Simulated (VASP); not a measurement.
The system is TaMn2N3.

```
CELL_PARAMETERS angstrom
4.75830 0.00000 0.00000
-2.37915 4.12081 0.00000
0.00000 0.00000 2.80830
ATOMIC_POSITIONS crystal
Ta 0.00000 0.00000 0.00000
Mn 0.33333 0.66667 0.50000
Mn 0.66667 0.33333 0.50000
N 0.50000 0.00000 0.00000
N 0.00000 0.50000 0.00000
N 0.50000 0.50000 0.00000
```

| Quantity | Value |
| --- | --- |
| Program | VASP 6.6.1 |
| Task | relaxation of cell and atoms |
| Functional | PBE |
| Potentials or basis | VASP PAW PBE potentials, release 64 (Ta_pv, Mn_pv, N) |
| Cutoff | 600 eV |
| k mesh | 6 × 6 × 6 |
| Occupations | gaussian, width 0.1 eV |
| Spin | no spin polarisation |

At the start: pressure 0.5 GPa; volume 9.18 Å³/atom.

**Question.** Where does the relaxation end?

**Answer.** Over 3 steps the energy falls by 4.5 meV/atom and the volume is 9.22 Å³/atom (+0.5 %); space group P6/mmm (No. 191, to 0.05 Å).

The path:
| step | energy change (eV) | largest force (eV/Å) | pressure (GPa) | volume (Å³) |
| --- | --- | --- | --- | --- |
| 1 | 0.0000 | 0.0000 | 0.45 | 55.07 |
| 2 | -0.0256 | 0.0000 | 0.21 | 55.26 |
| 3 | -0.0272 | 0.0000 | 0.13 | 55.32 |

Final structure:
```
Ta Mn N
1.0
     4.81177    0.00000    0.00000
    -2.40589    4.16712    0.00000
     0.00000    0.00000    2.75894
Ta Mn N
1 2 3
Direct
  0.00000 0.00000 0.00000
  0.33333 0.66667 0.50000
  0.66667 0.33333 0.50000
  0.50000 0.00000 0.00000
  0.00000 0.50000 0.00000
  0.50000 0.50000 0.00000
```

Caveat: the k points lie up to 0.38 Å⁻¹ apart in the final cell; the run has no spin polarisation, though such a crystal can be magnetic.
